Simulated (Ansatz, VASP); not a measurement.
## Two plane-wave programs on AgBr

Contents of INCAR:

```
PREC = Accurate ; ENCUT = 500
EDIFF = 1E-6 ; ISMEAR = -4
SIGMA = 0.1 ; LREAL = False
LASPH = True ; NELM = 120
ALGO = Normal ; ISIF = 2
LWAVE = False ; LCHARG = False
GGA = PE ; IVDW = 13
NBANDS = 16 ; GGA_COMPAT = False
```

KPOINTS

```
Automatic mesh
0
Gamma
  5 5 5
```

Contents of POSCAR:

```
AgBr
1.0
    0.0000000000      2.8990140000      2.8990140000
    2.8990140000      0.0000000000      2.8990140000
    2.8990140000      2.8990140000      0.0000000000
Ag Br
1 1
Direct
    0.0000000000      0.0000000000      0.0000000000
    0.5000000000      0.5000000000      0.5000000000
```

Input for Ansatz:

```yaml
crystal:
  lattice:
    - [0.0, 2.899014, 2.899014]
    - [2.899014, 0.0, 2.899014]
    - [2.899014, 2.899014, 0.0]
  atoms:
    - { symbol: Ag, position: [0.0, 0.0, 0.0] }
    - { symbol: Br, position: [0.5, 0.5, 0.5] }
  symmetry: { tolerance: 0.0003 }
kpoints:
  mp_grid: { grid: [5, 5, 5], shift: [0, 0, 0] }
magnetization:
  spin_polarized: false
scf:
  occupations: { method: tetrahedron_uncorrected }
  mixing: { preconditioner: kerker }
hamiltonian:
  pseudopotentials: { kind: paw }
  xc: pbe
  dispersion: d4
basis:
  ecutwfc: 420
output:
  forces: true
  stress: true
  eigenvalues: true
```

Alike in both runs: task single point; functional PBE; dispersion D4; k mesh 5 × 5 × 5; no spin polarisation.

|  | VASP | Ansatz |
| --- | --- | --- |
| version | VASP 6.6.1 | Ansatz 0.2.0 |
| potentials or method | VASP PAW PBE potentials, release 64 (Ag, Br), cutoff 500 eV | PAW plane waves |
| occupations | tetrahedron | tetrahedron-uncorrected |
| valence electrons in the cell | 18 | 26 |

```csv
,VASP,Ansatz,Ansatz less VASP
gap on the k mesh at the Fermi level (eV),0.81,0.81,+0.001
pressure (GPa),-1.4,-1.4,+0.04
```

VASP's potentials hold 18 valence electrons a cell and Ansatz's 26, so a difference there can come from the potentials and not from the codes. Ansatz's warnings: band table not solved further.
